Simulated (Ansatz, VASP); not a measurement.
**CaO in VASP and in Ansatz**

```
CELL_PARAMETERS angstrom
3.98084 0.00000 0.00000
-1.99042 3.44751 0.00000
0.00000 0.00000 4.77044
ATOMIC_POSITIONS crystal
Ca 0.33333 0.66667 0.93750
Ca 0.66667 0.33333 0.43750
O 0.33333 0.66667 0.43750
O 0.66667 0.33333 0.93750
```

Alike in both runs: task single point; functional r2SCAN; k mesh 6 × 6 × 4; no spin polarisation.

|  | VASP | Ansatz |
| --- | --- | --- |
| version | VASP 6.6.1 | Ansatz 0.2.0 |
| potentials or method | VASP PAW PBE potentials, release 64 (Ca_sv, O) | plane waves, PAW |
| plane-wave cutoff (eV) | 520 | 500 |
| occupations | gaussian, width 0.01 eV | fixed |
| valence electrons in the cell | 32 | 32 |

Ansatz gave:

* gap on the k mesh at the Fermi level (eV): 3.63
* pressure (GPa): 0.0
* traceless stress, the component that is largest in VASP (GPa): -0.01

Task: Which values does VASP return?

Result: gap on the k mesh at the Fermi level (eV): 3.61; pressure (GPa): 1.0; traceless stress, the component that is largest in VASP (GPa): -0.06.

VASP's potentials were made for PBE, not for r2SCAN.
